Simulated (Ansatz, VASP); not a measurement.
# LaGa2 in VASP and in Ansatz

```
La Ga
1.0
     4.22575    0.00000    0.00000
    -2.11288    3.65961    0.00000
     0.00000    0.00000    4.34600
La Ga
1 2
Direct
  0.00000 0.00000 0.00000
  0.33333 0.66667 0.50000
  0.66667 0.33333 0.50000
```

Alike in both runs: task single point; functional LDA; k mesh 10 × 10 × 8; occupations fermi-dirac, width 0.08 eV; no spin polarisation.

|  | VASP | Ansatz |
| --- | --- | --- |
| version | VASP 6.6.1 | Ansatz 0.2.0 |
| potentials or method | VASP PAW LDA potentials, release 64 (La, Ga_d), cutoff 520 eV | all-electron LAPW, scalar-relativistic |

Ansatz gave:

| Item | Value |
| --- | --- |
| gap on the k mesh at the Fermi level (eV) | none |
| pressure (GPa) | 0.0 |
| traceless stress, the component that is largest in VASP (GPa) | 0.00 |

Question: Estimate VASP's values.

Answer: gap on the k mesh at the Fermi level (eV): none; pressure (GPa): 0.1; traceless stress, the component that is largest in VASP (GPa): -0.10.

LDA's correlation is that of Perdew and Zunger in VASP and of Perdew and Wang (1992) in Ansatz. A gap of «none» marks a metal or a gap that the smearing closes. Ansatz ran all-electron here, and VASP with PAW potentials.

Spin-orbit coupling is off throughout.
